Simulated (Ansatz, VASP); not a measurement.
## Two plane-wave programs on Cu5Mo

```
CELL_PARAMETERS angstrom
2.58629 0.00000 0.00000
0.00000 2.58629 0.00000
0.00000 0.00000 11.31032
ATOMIC_POSITIONS crystal
Cu 0.50000 0.50000 0.34158
Cu 0.50000 0.50000 0.65842
Cu 0.00000 0.00000 0.18129
Cu 0.00000 0.00000 0.81871
Cu 0.00000 0.00000 0.50000
Mo 0.50000 0.50000 0.00000
```

Change from the starting cell: species swapped into the Hf5Pb type (P4/mmm, No. 123).

Alike in both runs: functional PBE; k mesh 12 × 12 × 4; occupations gaussian, width 0.1 eV; no spin polarisation.

Ansatz relaxed the structure, and its values are those at the end. VASP's run is a single point on that final structure, the one shown.

|  | VASP | Ansatz |
| --- | --- | --- |
| version | VASP 6.6.1 | Ansatz 0.2.0 |
| potentials or method | VASP PAW PBE potentials, release 64 (Cu, Mo_sv), cutoff 520 eV | scalar-relativistic, plane waves, PAW |
| valence electrons in the cell | 69 | 109 |

```tsv
	VASP	Ansatz	Ansatz less VASP
gap on the k mesh at the Fermi level (eV)	none	none	-
pressure (GPa)	0.5	0.0	-0.53
rms of the force components (eV/Å)	0.003	0.000	-0.0026
```

A gap of «none» marks a metal or a gap that the smearing closes. The functional is the same, so the differences come from potentials, cutoffs and numerics. VASP's potentials hold 69 valence electrons a cell and Ansatz's 109, so a difference there can come from the potentials and not from the codes.
